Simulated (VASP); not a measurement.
A run of VASP 6.6.1:

The input POSCAR:

```
FeSi
1.0
    4.4466503112      0.0000000000      0.0000000000
    0.0000000000      4.4466503112      0.0000000000
    0.0000000000      0.0000000000      4.4466503112
Fe Si
4 4
Direct
    0.1366600336      0.1366600336      0.1366600336
    0.3633399664      0.8633399664      0.6366600336
    0.6366600336      0.3633399664      0.8633399664
    0.8633399664      0.6366600336      0.3633399664
    0.8411319744      0.8411319744      0.8411319744
    0.6588680256      0.1588680256      0.3411319744
    0.3411319744      0.6588680256      0.1588680256
    0.1588680256      0.3411319744      0.6588680256
```

File INCAR.step1:

```
ALGO = Normal
EDIFF = 1E-4
ENCUT = 520
GGA = PE
ISMEAR = 0
LASPH = T
LCHARG = F
LREAL = F
LWAVE = T
NBANDS = 34
NELM = 60
PREC = Accurate
SIGMA = 0.01
```

File INCAR.step2:

```
ALGO = Normal
EDIFF = 1E-6
ENCUT = 520
ISIF = 2
ISMEAR = 0
ISTART = 1
LASPH = T
LCHARG = F
LMIXTAU = T
LREAL = F
LWAVE = F
METAGGA = R2SCAN
NBANDS = 34
NELM = 60
PREC = Accurate
SIGMA = 0.01
```

File KPOINTS:

```
k-points
0
Gamma
  6 6 6
```

Potentials or basis: VASP PAW PBE potentials, release 64 (Fe, Si).

Run with:

```bash
$ cat potpaw_PBE.64/Fe/POTCAR potpaw_PBE.64/Si/POTCAR > POTCAR
$ cp INCAR.step1 INCAR
$ mpirun -np 1 vasp_std > vasp.out
$ cp INCAR.step2 INCAR
$ mpirun -np 1 vasp_std > vasp.out
```

Hardware: 1 thread of Intel(R) Xeon(R) 6975P-C (Granite Rapids), on a shared host.

How long does it take, and how much memory?

Run time: 2.5 min on 1 thread of Intel(R) Xeon(R) 6975P-C (Granite Rapids) (shared host), peak memory 0.24 GiB. Counts: k points 24.
